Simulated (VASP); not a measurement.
Runs of VASP 6.6.1 on Si. Symmetry: Fd-3m, No. 227, cubic system. Conventional cell: a = 5.427 Å, b = 5.427 Å, c = 5.427 Å, α = 90.00°, β = 90.00°, γ = 90.00°. Within 3.1 Å of Si (site symmetry -43m) lie 4 Si at 2.35 Å. 

| k mesh | gap on the mesh (eV) | pressure (GPa) |
| --- | --- | --- |
| 4 × 4 × 4 | (b) | 2.8 |
| 8 × 8 × 8 | 0.61 | 2.1 |
| 14 × 14 × 14 | (a) | 2.1 |
| 6 × 6 × 6 | 0.70 | 2.2 |

Alike in all rows: task single point; level PBE; potentials or basis VASP PAW PBE potentials, release 64 (Si); no spin polarisation; cell as given; cutoff (eV) 500; smearing gaussian 0.02 eV.

Question: Fill in the values left out.

Answer: (a) 0.57; (b) 0.69.

Caveats: some runs use coarse meshes.

A k mesh can miss the band edges.
